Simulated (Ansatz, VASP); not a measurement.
**Ni: VASP beside Ansatz**

```
CELL_PARAMETERS angstrom
2.37972 0.00000 0.00000
-1.18986 2.06090 0.00000
0.00000 0.00000 7.79788
ATOMIC_POSITIONS crystal
Ni 0.00000 0.00000 0.00000
Ni 0.00000 0.00000 0.50000
Ni 0.33333 0.66667 0.25000
Ni 0.66667 0.33333 0.75000
```

Alike in both runs: task single point; functional PBEsol; k mesh 17 × 17 × 5; occupations fermi-dirac, width 0.05 eV; collinear spin.

```csv
,VASP,Ansatz
version,VASP 6.6.1,Ansatz 0.2.0
potentials or method,"VASP PAW PBE potentials, release 64 (Ni), cutoff 520 eV","plane waves (420 eV) with PAW, scalar-relativistic"
valence electrons in the cell,40,72
```

```csv
,VASP,Ansatz,Ansatz less VASP
pressure (GPa),23.1,23.6,+0.47
"traceless stress, the component that is largest in VASP (GPa)",-0.23,-0.28,-0.046
net moment per atom (μB),0.59,0.60,+0.012
size of the moment on the site where the two differ most (μB),0.59,0.64,+0.046
```

VASP's potentials were made for PBE, not for PBEsol, and Ansatz warns of the same on its side. Site moments also hang on the region over which each program counts them. VASP's potentials hold 40 valence electrons a cell and Ansatz's 72, so a difference there can come from the potentials and not from the codes.
